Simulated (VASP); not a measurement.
Write the native input for VASP 6.6.1 that does the following.

| Property | Result |
| --- | --- |
| Task | relaxation of cell and atoms |
| Functional | PBE |
| Potentials or basis | VASP PAW PBE potentials, release 64 (Na_pv, Cu) |
| Cutoff | 600 eV |
| k mesh | 6 × 6 × 4 |
| Occupations | gaussian, width 0.1 eV |
| Spin | no spin polarisation |
| Dipole correction | no |
| Further INCAR settings | ALGO = Normal; EDIFF = 1e-06; IBRION = 2; EDIFFG = -0.04; NSW = 90; ISIF = 3 |

The structure of Na4Cu lies in POSCAR:

```
Na4Cu
1.0
    4.6982690300      0.0000000000      0.0000000000
   -2.3491345100      4.0688203300      0.0000000000
    0.0000000000      0.0000000000      5.0132101300
Na Cu
4 1
Direct
    0.0000000000      0.0000000000      0.2269326000
    0.5000000000      0.0000000000      0.7046904300
    0.0000000000      0.5000000000      0.7046904300
    0.5000000000      0.5000000000      0.7046904300
    0.0000000000      0.0000000000      0.6741923600
```

The cell was built from a structure type or drawn by symmetry, and may not be a known phase.

The input as run:

INCAR

```
PREC = Accurate ; ENCUT = 600
EDIFF = 1E-6 ; ISMEAR = 0
SIGMA = 0.1 ; LREAL = False
LASPH = True ; NELM = 100
ALGO = Normal ; ISIF = 3
LWAVE = False ; LCHARG = False
GGA = PE ; IBRION = 2
NSW = 90 ; EDIFFG = -0.04
```

KPOINTS

```
regular mesh
0
Gamma
  6 6 4
```

Potentials or basis: VASP PAW PBE potentials, release 64 (Na_pv, Cu).

Run with:

```console
$ cat potpaw_PBE.64/Na_pv/POTCAR potpaw_PBE.64/Cu/POTCAR > POTCAR
$ mpirun -np 1 vasp_std > vasp.out
```

It gave:

* Relaxed volume: 37.91 Å³/atom
* Relaxed cell: a = 6.375 Å, b = 6.375 Å, c = 5.386 Å, α = 90.00°, β = 90.00°, γ = 120.00°
* Space group after relaxing (to 0.1 Å): P6mm (No. 183)
* Energy gained by relaxing: 1087.2 meV/atom
* Ionic steps: 9
* Pressure after relaxing: 0.1 GPa
* Largest force after relaxing: 0.027 eV/Å
* Band gap on the k mesh: zero (an odd number of electrons rules out a gap without spin polarisation)

Caveat: the volume moved by over 15 % at a fixed basis, so the end points are rough.

It took 7.7 min on 1 thread of Intel Xeon 8259CL (shared host), peak memory 0.27 GiB.
